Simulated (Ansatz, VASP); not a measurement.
# Two plane-wave programs on CaO

The input INCAR:

```
SYSTEM = CaO
PREC = Accurate ; ENCUT = 600
EDIFF = 1E-6 ; ISMEAR = 0
SIGMA = 0.02 ; LREAL = .FALSE.
LASPH = .TRUE. ; NELM = 80
ALGO = Normal ; ISIF = 3
LWAVE = .FALSE. ; LCHARG = .FALSE.
GGA = PE ; IBRION = 2
NSW = 100 ; EDIFFG = -0.01
```

File KPOINTS:

```
regular mesh
0
G
  8 8 8
  0 0 0
```

POSCAR

```
CaO
1.0
    0.0000000000      2.5875630900      2.5875630900
    2.5875630900      0.0000000000      2.5875630900
    2.5875630900      2.5875630900      0.0000000000
Ca O
1 1
Direct
    0.0000000000      0.0000000000      0.0000000000
    0.2500000000      0.2500000000      0.2500000000
```

Input for Ansatz:

```yaml
crystal:
  lattice:
    - [0.0, 2.58756309, 2.58756309]
    - [2.58756309, 0.0, 2.58756309]
    - [2.58756309, 2.58756309, 0.0]
  atoms:
    - { symbol: Ca, position: [0.0, 0.0, 0.0] }
    - { symbol: O, position: [0.25, 0.25, 0.25] }
basis:
  ecutwfc: 420
kpoints:
  mp_grid: { grid: [8, 8, 8] }
hamiltonian:
  xc: pbe
scf:
  occupations: { method: gaussian, width: 0.02 }
output:
  forces: true
  stress: true
  eigenvalues: true
relax:
  adjacent_minimum: "off"
  f_tol: 0.01
  max_steps: 80
  cell: { stress_tol: 0.05 }
```

Change from the starting cell: species swapped into the ZnO type (F-43m, No. 216).

Alike in both runs: task relaxation of cell and atoms; functional PBE; k mesh 8 × 8 × 8; occupations gaussian, width 0.02 eV; no spin polarisation.

|  | VASP | Ansatz |
| --- | --- | --- |
| version | VASP 6.6.1 | Ansatz 0.2.0 |
| potentials or method | VASP PAW PBE potentials, release 64 (Ca_sv, O), cutoff 600 eV | scalar-relativistic, plane waves, PAW |
| valence electrons in the cell | 16 | 16 |

VASP gave:

```
gap on the k mesh at the Fermi level, each at its own relaxed structure (eV) : 3.25
relaxed volume (Å³/atom)                                                     : 18.11
relaxed cell length with the largest relative difference (Å)                 : 3.714
```

Task: Estimate Ansatz's values.

Result: gap on the k mesh at the Fermi level, each at its own relaxed structure (eV): 3.27; relaxed volume (Å³/atom): 18.02; relaxed cell length with the largest relative difference (Å): 3.708.
